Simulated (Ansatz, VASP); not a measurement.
One calculation of Cd, two programs

The input INCAR:

```
PREC     = Accurate       # precision mode
ENCUT    = 540            # plane-wave cutoff, eV
EDIFF    = 1E-6           # SCF threshold, eV
ISMEAR   = -1             # smearing method
SIGMA    = 0.1            # smearing width, eV
LREAL    = False          # projectors in reciprocal space
LASPH    = True           # aspherical terms in the spheres
NELM     = 120            # most SCF steps
ALGO     = Normal         # electronic algorithm
ISIF     = 2              # what is computed and relaxed
LWAVE    = False          # write WAVECAR
LCHARG   = False          # write CHGCAR
GGA      = PE             # functional
NBANDS   = 27             # bands
GGA_COMPAT= False
```

Contents of KPOINTS:

```
Automatic mesh
0
Gamma
  7 7 3
```

Contents of POSCAR:

```
Cd
1.0
    1.4743740000      2.5536910000      0.0000000000
   -1.4743740000      2.5536910000      0.0000000000
    0.0000000000      0.0000000000      5.5609770000
Cd
2
Direct
    0.3333300000      0.3333400000      0.2500000000
    0.6666600000      0.6666700000      0.7500000000
```

Input for Ansatz:

```yaml
crystal:
  lattice:
    - [1.474374, 2.553691, 0.0]
    - [-1.474374, 2.553691, 0.0]
    - [0.0, 0.0, 5.560977]
  atoms:
    - { symbol: Cd, position: [0.33333, 0.33334, 0.25] }
    - { symbol: Cd, position: [0.66666, 0.66667, 0.75] }
  symmetry: { tolerance: 0.0003 }
kpoints:
  mp_grid: { grid: [7, 7, 3], shift: [0, 0, 0] }
magnetization:
  spin_polarized: false
scf:
  occupations: { method: fermi_dirac }
hamiltonian:
  pseudopotentials: { kind: paw }
  xc: pbe
basis:
  ecutwfc: 420
output:
  forces: true
  stress: true
  eigenvalues: true
```

Alike in both runs: task single point; functional PBE; k mesh 7 × 7 × 3; no spin polarisation.

|  | VASP | Ansatz |
| --- | --- | --- |
| version | VASP 6.6.1 | Ansatz 0.2.0 |
| potentials or method | VASP PAW PBE potentials, release 64 (Cd_sv_GW), cutoff 540 eV | PAW plane waves |
| occupations | fermi-dirac, width 0.1 eV | fermi-dirac |
| valence electrons in the cell | 40 | 40 |

```csv
,VASP,Ansatz,Ansatz less VASP
gap on the k mesh at the Fermi level (eV),none,none,-
pressure (GPa),2.6,4.9,+2.33
"traceless stress, the component that is largest in VASP (GPa)",-0.35,-0.37,-0.021
```

A gap of «none» marks a metal or a gap that the smearing closes. Ansatz's warnings: structure snapped to symmetry.

The k mesh is coarse, so the values compare programs but aren't converged.
